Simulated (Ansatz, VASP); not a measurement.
# Al: VASP beside Ansatz

INCAR

```
SYSTEM = Al
PREC = Accurate ; ENCUT = 520
EDIFF = 1E-6 ; ISMEAR = 0
SIGMA = 0.15 ; LREAL = .False.
LASPH = .True. ; NELM = 80
ALGO = Fast ; ISIF = 2
LWAVE = .False. ; LCHARG = .False.
GGA = PS ; NBANDS = 14
```

File KPOINTS:

```
regular mesh
0
Gamma
  18 18 6
  0 0 0
```

File POSCAR:

```
Al
1.0
    2.8362844918      0.0000000000      0.0000000000
   -1.4181422459      2.4562944222      0.0000000000
    0.0000000000      0.0000000000      9.3221494563
Al
4
Direct
    0.0000000000      0.0000000000      0.0107271398
    0.3333333333      0.6666666667      0.2500000000
    0.0000000000      0.0000000000      0.5000000000
    0.6666666667      0.3333333333      0.7500000000
```

Input for Ansatz:

```yaml
crystal:
  lattice:
    - [2.8362844918, 0.0, 0.0]
    - [-1.4181422459, 2.4562944222, 0.0]
    - [0.0, 0.0, 9.3221494563]
  atoms:
    - { symbol: Al, position: [0.0, 0.0, 0.0107271398] }
    - { symbol: Al, position: [0.3333333333, 0.6666666667, 0.25] }
    - { symbol: Al, position: [0.0, 0.0, 0.5] }
    - { symbol: Al, position: [0.6666666667, 0.3333333333, 0.75] }
basis:
  ecutwfc: 420
kpoints:
  mp_grid: { grid: [18, 18, 6] }
hamiltonian:
  xc: pbesol
scf:
  occupations: { method: gaussian, width: 0.15 }
output:
  forces: true
  stress: true
  eigenvalues: true
```

Alike in both runs: task single point; functional PBEsol; k mesh 18 × 18 × 6; occupations gaussian, width 0.15 eV; no spin polarisation.

|  | VASP | Ansatz |
| --- | --- | --- |
| version | VASP 6.6.1 | Ansatz 0.2.0 |
| potentials or method | VASP PAW PBE potentials, release 64 (Al), cutoff 520 eV | scalar-relativistic, plane waves, PAW |
| valence electrons in the cell | 12 | 12 |

Ansatz gave:

| Property | Result |
| --- | --- |
| gap on the k mesh at the Fermi level (eV) | none |
| pressure (GPa) | 0.2 |
| traceless stress, the component that is largest in VASP (GPa) | 0.13 |
| rms of the force components (eV/Å) | 0.182 |

Which values does VASP return?

gap on the k mesh at the Fermi level (eV): none; pressure (GPa): 0.3; traceless stress, the component that is largest in VASP (GPa): 0.13; rms of the force components (eV/Å): 0.183.

VASP's potentials were made for PBE, not for PBEsol. Atom by atom the forces differ by 0.001 eV/Å (rms over components). A gap of «none» marks a metal or a gap that the smearing closes.
